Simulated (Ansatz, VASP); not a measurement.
**BiTe: VASP beside Ansatz**

Contents of INCAR:

```
ALGO = Normal
EDIFF = 1E-7
EDIFFG = -0.01
ENCUT = 600
GGA = PE
IBRION = 2
ISIF = 3
ISMEAR = 0
LASPH = True
LCHARG = False
LREAL = False
LWAVE = False
NELM = 60
NSW = 100
PREC = Accurate
SIGMA = 0.1
```

KPOINTS

```
k-points
0
Gamma
  16 16 16
```

File POSCAR:

```
BiTe
1.0
    0.0000000000      3.2349999000      3.2349999000
    3.2349999000      0.0000000000      3.2349999000
    3.2349999000      3.2349999000      0.0000000000
Bi Te
1 1
Direct
    0.0000000000      0.0000000000      0.0000000000
    0.5000000000      0.5000000000      0.5000000000
```

Input for Ansatz:

```yaml
crystal:
  lattice:
    - [0.0, 3.2349999, 3.2349999]
    - [3.2349999, 0.0, 3.2349999]
    - [3.2349999, 3.2349999, 0.0]
  atoms:
    - { symbol: Bi, position: [0.0, 0.0, 0.0] }
    - { symbol: Te, position: [0.5, 0.5, 0.5] }
basis:
  ecutwfc: 420
kpoints:
  mp_grid: { grid: [16, 16, 16] }
hamiltonian:
  xc: pbe
scf:
  occupations: { method: gaussian, width: 0.1 }
output:
  forces: true
  stress: true
  eigenvalues: true
relax:
  adjacent_minimum: "off"
  f_tol: 0.01
  max_steps: 80
  cell: { stress_tol: 0.05 }
```

Alike in both runs: task relaxation of cell and atoms; functional PBE; k mesh 16 × 16 × 16; occupations gaussian, width 0.1 eV; no spin polarisation.

|  | VASP | Ansatz |
| --- | --- | --- |
| version | VASP 6.6.1 | Ansatz 0.2.0 |
| potentials or method | VASP PAW PBE potentials, release 64 (Bi_d, Te), cutoff 600 eV | scalar-relativistic, plane waves, PAW |
| valence electrons in the cell | 21 | 31 |

```tsv
	VASP	Ansatz	Ansatz less VASP
gap on the k mesh at the Fermi level, each at its own relaxed structure (eV)	none	none	-
relaxed volume (Å³/atom)	34.36	34.39	+0.028
relaxed length of the cell vector where the two differ most in proportion (Å)	4.598	4.599	+0.0012
```

A gap of «none» marks a metal or a gap that the smearing closes. VASP's potentials hold 21 valence electrons a cell and Ansatz's 31, so a difference there can come from the potentials and not from the codes.

Spin-orbit coupling is off throughout.
